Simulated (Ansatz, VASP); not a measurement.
# One calculation of Al2Cl3, two programs

```xyz
10
Lattice="3.1837 1.8381 9.4205 -3.1837 1.8381 9.4205 0.0000 -3.6763 9.4205" Properties=species:S:1:pos:R:3 pbc="T T T"
Al    0.0000    0.0000   10.5474
Al    0.0000    0.0000    3.5832
Al    0.0000    0.0000   17.7139
Al    0.0000    0.0000   24.6781
Cl   -0.8968    1.8381   16.4858
Cl   -1.1435   -1.6957   16.4858
Cl    2.0403   -0.1424   16.4858
Cl    0.8968   -1.8381   11.7756
Cl    1.1435    1.6957   11.7756
Cl   -2.0403    0.1424   11.7756
```

Alike in both runs: functional PBE; k mesh 6 × 6 × 6; occupations gaussian, width 0.1 eV; no spin polarisation.

Ansatz relaxed the structure, and its values are those at the end. VASP's run is a single point on that final structure, the one shown.

|  | VASP | Ansatz |
| --- | --- | --- |
| version | VASP 6.6.1 | Ansatz 0.2.0 |
| potentials or method | VASP PAW PBE potentials, release 64 (Al, Cl), cutoff 520 eV | scalar-relativistic, plane waves, PAW |
| valence electrons in the cell | 54 | 54 |

```csv
,VASP,Ansatz,Ansatz less VASP
gap on the k mesh at the Fermi level (eV),none,none,-
pressure (GPa),-0.1,0.0,+0.07
rms of the force components (eV/Å),0.006,0.000,-0.0058
```

A gap of «none» marks a metal or a gap that the smearing closes.
